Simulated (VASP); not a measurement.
Input of a VASP 6.6.1 run:

INCAR

```
PREC = Accurate
ENCUT = 520
EDIFF = 1E-6
ISMEAR = 1
SIGMA = 0.1
LREAL = F
LASPH = T
NELM = 80
ALGO = Normal
ISIF = 2
LWAVE = F
LCHARG = F
GGA = PS
NBANDS = 26
```

The input KPOINTS:

```
regular mesh
0
Gamma
  8 8 8
```

POSCAR

```
Nb2CN
1.0
    1.6396892196      0.9466751900      5.3574976694
   -1.6396892196      0.9466751900      5.3574976694
    0.0000000000     -1.8933503801      5.3574976694
Nb C N
2 1 1
Direct
    0.7434040000      0.7434040000      0.7434040000
    0.2565960000      0.2565960000      0.2565960000
    0.0000000000      0.0000000000      0.0000000000
    0.5000000000      0.5000000000      0.5000000000
```

Potentials or basis: VASP PAW PBE potentials, release 64 (Nb_sv, C, N).

Launch:

```sh
$ cat potpaw_PBE.64/Nb_sv/POTCAR potpaw_PBE.64/C/POTCAR potpaw_PBE.64/N/POTCAR > POTCAR
$ mpirun -np 1 vasp_std > vasp.out
```

Problem. What does it give for the pressure?

Solution. -33.4 GPa.

Problem. What does it give for the largest force?

Solution. 0.619 eV/Å.

Stress tensor (GPa, compression positive):
```
-33.56   0.00   0.00
  0.00 -33.56   0.00
  0.00   0.00 -33.09
```

Caveat: the PAW data sets were made with another functional, which shifts forces and pressure a little.
